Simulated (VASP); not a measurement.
## MgB2: single point with revPBE

The system is MgB2.

```
Mg B
1.0
     3.14551    0.00000    0.00000
    -1.57275    2.72409    0.00000
     0.00000    0.00000    3.59210
Mg B
1 2
Direct
  0.00000 0.00000 0.00000
  0.66667 0.33333 0.50000
  0.33333 0.66667 0.50000
```

```yaml
Program: VASP 6.6.1
Task: single point
Functional: revPBE
Potentials_or_basis: VASP PAW PBE potentials, release 64 (Mg, B)
Cutoff: 520 eV
k_mesh: 10 × 10 × 8
Occupations: fermi-dirac, width 0.05 eV
Spin: no spin polarisation
Dipole_correction: no
Further_INCAR_settings: ALGO = Normal; EDIFF = 1e-06; NBANDS = 11
```

```
Pressure               : -6.6 GPa
Band gap on the k mesh : zero (band 4 reaches 6.05 eV, above the bottom of band 5 at 3.70 eV)
```

Stress tensor (GPa, compression positive):
```
-7.53  0.00  0.00
 0.00 -7.53  0.00
 0.00  0.00 -4.83
```

Levels at points of the mesh, in eV from the Fermi level:
```tsv
k point	band 1	band 2	band 3	band 4	band 5	band 6	band 7	band 8	band 9
(0.00, 0.00, 0.00)	-12.14	-2.86	0.30	0.30	1.48	6.03	6.03	7.37	9.45
(0.50, 0.00, 0.00)	-8.44	-7.64	-2.13	0.19	2.92	3.66	5.02	6.60	12.01
(0.00, 0.00, 0.50)	-10.96	-7.18	0.65	0.65	6.38	6.38	7.58	8.91	9.52
(0.50, 0.00, 0.50)	-7.52	-6.78	-3.46	-1.84	-1.28	5.25	8.30	8.52	12.44
```

It took 10 s on 1 thread of AMD EPYC 9R45 96-Core Processor (Zen 5), on a shared host, peak memory 0.12 GiB.

Caveat: the PAW data sets were made with another functional, which shifts forces and pressure a little.
